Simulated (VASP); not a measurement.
# BN in VASP: further runs

The runs below take BN through single point, with PBE+D3(BJ).

Program: VASP 6.6.1. These are calculated values, not measurements. Logs are shortened: lines on timing, memory, paths and dates and some standing lists are left out, and cuts for length are marked.

### Step 1. The cell of the first run

The cell holds a slab with vacuum, 2 atoms: a = 2.448 Å, b = 2.448 Å, c = 26.000 Å, α = 90.00°, β = 90.00°, γ = 120.00°.

### Step 2. Single point, PBE+D3(BJ)

INCAR

```
PREC = Accurate
ENCUT = 520
EDIFF = 1E-7
ISMEAR = 0
SIGMA = 0.02
LREAL = F
LASPH = T
NELM = 60
ALGO = Normal
ISIF = 2
LWAVE = F
LCHARG = F
LDIPOL = T
IDIPOL = 3
DIPOL = 0.5 0.5 0.500
GGA = PE
IVDW = 12
NBANDS = 11
```

KPOINTS

```
regular mesh
0
Gamma
  12 12 1
```

POSCAR

```
BN
1.0
    2.4480000000      0.0000000000      0.0000000000
   -1.2240000000      2.1200301885      0.0000000000
    0.0000000000      0.0000000000     26.0000000000
B N
1 1
Direct
    0.0000000000      0.0000000000      0.5027500000
    0.6666666667      0.3333333333      0.4972500000
```

Potentials or basis: VASP PAW PBE potentials, release 64 (B, N).

Launch:

```sh
cat potpaw_PBE.64/B/POTCAR potpaw_PBE.64/N/POTCAR > POTCAR
mpirun -np 1 vasp_std > vasp.out
```

OUTCAR:

```text
PREC = Accurate
   ENCUT = 520
   EDIFF = 1E-7
   ISMEAR = 0
   LREAL = F
   LASPH = T
   NELM = 60
   ISIF = 2
   GGA = PE
   IVDW = 12
 IVDW          = 12

 ion  position               nearest neighbor table
   1  0.000  0.000  0.503-   2 1.42   2 1.42   2 1.42
   2  0.667  0.333  0.497-   1 1.42   1 1.42   1 1.42

  LATTYP: Found a hexagonal cell.
 ALAT       =     2.4480000000
 C/A-ratio  =    10.6209150327

  Lattice vectors:

 A1 = (   2.4480000000,   0.0000000000,   0.0000000000)
 A2 = (  -1.2240000000,   2.1200301885,   0.0000000000)
 A3 = (   0.0000000000,   0.0000000000,  26.0000000000)

Analysis of symmetry for initial positions (statically):
=====================================================================
 Subroutine PRICEL returns:
 Original cell was already a primitive cell.

 Routine SETGRP: Setting up the symmetry group for a
 hexagonal supercell.

 Subroutine GETGRP returns: Found  6 space group operations
 (whereof  6 operations were pure point group operations)
 out of a pool of 24 trial point group operations.

The static configuration has the point symmetry C_3v.

Analysis of symmetry for dynamics (positions and initial velocities):
=====================================================================
 Subroutine PRICEL returns:
 Original cell was already a primitive cell.

 Routine SETGRP: Setting up the symmetry group for a
 hexagonal supercell.

 Subroutine GETGRP returns: Found  6 space group operations
 (whereof  6 operations were pure point group operations)
 out of a pool of 24 trial point group operations.

The dynamic configuration has the point symmetry C_3v.

 Subroutine INISYM returns: Found  6 space group operations
 (whereof  6 operations are pure point group operations),
 and found     1 'primitive' translations

----------------------------------------------------------------------------------------

                                     Primitive cell

  volume of cell :     134.9357

  direct lattice vectors                    reciprocal lattice vectors
     2.448000000  0.000000000  0.000000000     0.408496732  0.235845698  0.000000000
    -1.224000000  2.120030188  0.000000000     0.000000000  0.471691396  0.000000000
     0.000000000  0.000000000 26.000000000     0.000000000  0.000000000  0.038461538

  length of vectors
     2.448000000  2.448000000 26.000000000     0.471691396  0.471691396  0.038461538

  position of ions in fractional coordinates (direct lattice)
     0.000000000  0.000000000  0.502750000
     0.666666667  0.333333333  0.497250000

  ion indices of the primitive-cell ions
   primitive index   ion index
                 1           1
                 2           2

----------------------------------------------------------------------------------------

 KPOINTS: regular mesh

Automatic generation of k-mesh.
 Grid dimensions read from file:
 generate k-points for:   12   12    1

 Generating k-lattice:

  Cartesian coordinates                     Fractional coordinates (reciprocal lattice)
     0.034041394  0.019653808  0.000000000     0.083333333  0.000000000  0.000000000
     0.000000000  0.039307616  0.000000000     0.000000000  0.083333333  0.000000000
     0.000000000  0.000000000  0.038461538     0.000000000  0.000000000  1.000000000

  Length of vectors
     0.039307616  0.039307616  0.038461538

  Shift w.r.t. Gamma in fractional coordinates (k-lattice)
     0.000000000  0.000000000  0.000000000

 Subroutine IBZKPT returns following result:
 ===========================================

 Found     19 irreducible k-points:

 Following reciprocal coordinates:
            Coordinates               Weight
  0.000000  0.000000  0.000000      1.000000
  0.083333  0.000000  0.000000      6.000000
  0.166667  0.000000  0.000000      6.000000
  0.250000  0.000000  0.000000      6.000000
  0.333333  0.000000  0.000000      6.000000
  0.416667  0.000000  0.000000      6.000000
[... 11 lines left out ...]
  0.333333  0.250000  0.000000     12.000000
  0.333333  0.333333  0.000000      2.000000
   k-points           NKPTS =     19   k-points in BZ     NKDIM =     19   number of bands    NBANDS=     11
   number of dos      NEDOS =    301   number of ions     NIONS =      2
   total plane-waves  NPLWV =  63504
   dimension x,y,z NGX =    18 NGY =   18 NGZ =  196
   dimension x,y,z NGXF=    36 NGYF=   36 NGZF=  392
   ions per type =               1   1
   NGX,Y,Z   is equivalent  to a cutoff of  12.22, 12.22, 12.53 a.u.
   NGXF,Y,Z  is equivalent  to a cutoff of  24.45, 24.45, 25.06 a.u.
 SYSTEM =  unknown system
   PREC   = accura    normal or accurate (medium, high low for compatibility)
   ISTART =      0    job   : 0-new  1-cont  2-samecut
   ICHARG =      2    charge: 1-file 2-atom 10-const
   ISPIN  =      1    spin polarized calculation?
   LNONCOLLINEAR =      F non collinear calculations
   LSORBIT =      F    spin-orbit coupling
   LASPH  =      T    aspherical Exc in radial PAW
   ENCUT  =  520.0 eV  38.22 Ry    6.18 a.u.   4.55  4.55 48.34*2*pi/ulx,y,z
   NELM   =     60;   NELMIN=  2; NELMDL= -5     # of ELM steps
   EDIFF  = 0.1E-06   stopping-criterion for ELM
   LREAL  =      F    real-space projection
   EDIFFG = 0.1E-05   stopping-criterion for IOM
   NSW    =      0    number of steps for IOM
   IBRION =     -1    ionic relax: 0-MD 1-quasi-New 2-CG
   NFREE  =      0    steps in history (QN), initial steepest desc. (CG)
   ISIF   =      2    stress and relaxation
   ISYM   =      2    0-nonsym 1-usesym 2-fastsym
   POTIM  = 0.5000    time-step for ionic-motion
   TEBEG  =    0.0;   TEEND  =   0.0 temperature during run
   PSTRESS=    0.0 pullay stress
   NELECT =       8.0000    total number of electrons
   NUPDOWN=      -1.0000    fix difference up-down
   EMIN   =  10.00;   EMAX   =-10.00  energy-range for DOS
   EFERMI =   0.00;   METHOD = LEGACY
   ISMEAR =     0;   SIGMA  =   0.02  broadening in eV -4-tet -1-fermi 0-gaus
   EFERMI_NEDOS =   21; number of points for ismear=-14 and -15
   IALGO  =     38    algorithm
   IMIX   =      4    mixing-type and parameters
     AMIX     =   0.40;   BMIX     =  1.00
     AMIX_MAG =   1.60;   BMIX_MAG =  1.00
  volume/ion in A,a.u.               =      67.47       455.30
  Fermi-wavevector in a.u.,A,eV,Ry     =   0.638355  1.206317  5.544342  0.407498
  Thomas-Fermi vector in A             =   1.703669
   LORBIT       =      0    0 simple, 1 ext, 2 COOP (PROOUT), +10 PAW based schemes
   GGA     = PE    functional components
   LHFCALC =     F    Hartree Fock is set to
   AEXX    =    0.0000 exact exchange contribution
   IVDW    =    12    specifies the selected vdW correction
   LEPSILON=     F    determine dielectric tensor
   LRPA    =     F    only Hartree local field effects (RPA)
 non-spin polarized calculation
 Gauss-broadening in eV      SIGMA  =   0.02
  energy-cutoff  :      520.00
  volume of cell :      134.94
 maximum number of plane-waves:      3696
   NGX =  9   NGY =  9   NGZ = 97

 number of electron       8.0000000 magnetization

 dipolmoment           0.000000      0.000000     -0.033310 electrons x Angstroem

 Free energy of the ion-electron system (eV)
  ---------------------------------------------------
  ext. energy  EPLUGINS =         0.00000000
  ---------------------------------------------------
  free energy    TOTEN  =       -17.37231890 eV

  energy without entropy =      -17.37231890  energy(sigma->0) =      -17.37231890

 E-fermi :  -4.5474     XC(G=0):  -1.6532

 val. band max:       -4.6655883520   @ k =   0.3333   0.3333   0.0000
 cond. band min:      -0.4676959928   @ k =   0.0000   0.0000   0.0000
 fundamental gap:      4.1978923591
 Fermi energy:        -4.5473628079

 k-point     1 :       0.0000    0.0000    0.0000
  band No.  band energies     occupation
      1     -22.6974      2.00000
      2     -10.2375      2.00000
      3      -5.7545      2.00000
      4      -5.7545      2.00000
      5      -0.4677      0.00000
      6       0.6907      0.00000
      7       1.1165      0.00000
      8       1.6085      0.00000
      9       1.9342      0.00000
     10       2.7925      0.00000
     11       3.0825      0.00000

 k-point     2 :       0.0833    0.0000    0.0000
  band No.  band energies     occupation
      1     -22.5562      2.00000
      2     -10.0497      2.00000
      3      -6.3385      2.00000
      4      -6.0322      2.00000
      5      -0.2402      0.00000
      6       0.9231      0.00000
      7       1.3477      0.00000
      8       1.8341      0.00000
      9       2.1664      0.00000
     10       3.0134      0.00000
     11       3.3139      0.00000

 k-point     3 :       0.1667    0.0000    0.0000
  band No.  band energies     occupation
      1     -22.1400      2.00000
      2      -9.4989      2.00000
      3      -7.8093      2.00000
      4      -6.7056      2.00000
      5       0.4108      0.00000
      6       1.6171      0.00000
      7       2.0369      0.00000
      8       2.5021      0.00000
      9       2.8589      0.00000
     10       3.6555      0.00000
     11       3.9975      0.00000
[... 197 lines left out ...]
 k-point    18 :       0.3333    0.2500    0.0000
  band No.  band energies     occupation
      1     -18.9551      2.00000
      2     -12.9814      2.00000
      3     -11.1855      2.00000
      4      -5.0079      2.00000
      5       0.2688      0.00000
      6       7.5486      0.00000
      7       8.3135      0.00000
      8       9.2427      0.00000
      9       9.6986      0.00000
     10      10.0163      0.00000
     11      10.3745      0.00000

 k-point    19 :       0.3333    0.3333    0.0000
  band No.  band energies     occupation
      1     -18.7369      2.00000
      2     -12.8277      2.00000
      3     -11.8454      2.00000
      4      -4.6656      2.00000
      5       0.0626      0.00000
      6       7.5114      0.00000
      7       9.4753      0.00000
      8      10.4044      0.00000
      9      10.6222      0.00000
     10      11.6135      0.00000
     11      11.7701      0.00000

------------------------ aborting loop because EDIFF is reached ----------------------------------------

 vacuum level on the upper side and lower side of the slab       (xc-potential included)        -0.585         0.556

 Edisp (eV)   -0.16187

 E8    (eV) :    -0.0519

  FORCE on cell =-STRESS in cart. coord.  units (eV):
  Direction    XX          YY          ZZ          XY          YZ          ZX
  --------------------------------------------------------------------------------------
  -------------------------------------------------------------------------------------
  Total       3.03026     3.03026    -0.30546     0.00000    -0.00000     0.00000
  in kB      35.98018    35.98018    -3.62688     0.00000    -0.00000     0.00000
  external pressure =       22.78 kB  Pullay stress =        0.00 kB

 VOLUME and BASIS-vectors are now :
 -----------------------------------------------------------------------------
  energy-cutoff  :      520.00
  volume of cell :      134.94
      direct lattice vectors                 reciprocal lattice vectors
     2.448000000  0.000000000  0.000000000     0.408496732  0.235845698  0.000000000
    -1.224000000  2.120030188  0.000000000     0.000000000  0.471691396  0.000000000
     0.000000000  0.000000000 26.000000000     0.000000000  0.000000000  0.038461538

 POSITION                                       TOTAL-FORCE (eV/Angst)
 -----------------------------------------------------------------------------------
      0.00000      0.00000     13.07150        -0.000000     -0.000000     -1.999507
      1.22400      0.70668     12.92850         0.000000      0.000000      1.999507
 -----------------------------------------------------------------------------------
    total drift:                               -0.000000     -0.000000     -0.000005

  FREE ENERGIE OF THE ION-ELECTRON SYSTEM (eV)
  ---------------------------------------------------
  free  energy   TOTEN  =       -17.5341927369 eV

  energy  without entropy=      -17.5341927369  energy(sigma->0) =      -17.53419274

 vacuum level on the upper side and lower side of the slab         0.441         1.628
```

Run time: 51 s. Hardware: 1 thread of Intel Xeon Platinum 8259CL at 2.50GHz (Skylake/Cascade Lake), shared host; peak memory 0.24 GiB.

What came out:

```yaml
Free_energy: -17.5342 eV
Largest_force: 2.000 eV/Å
Band_gap_on_the_k_mesh: 4.20 eV, indirect (least direct gap 4.73 eV)
Dispersion_energy_per_atom: -0.081 eV
```

Forces on the atoms (eV/Å):
```
B    0.000  0.000 -2.000
N    0.000  0.000  2.000
```

[end of part 1 of 2]
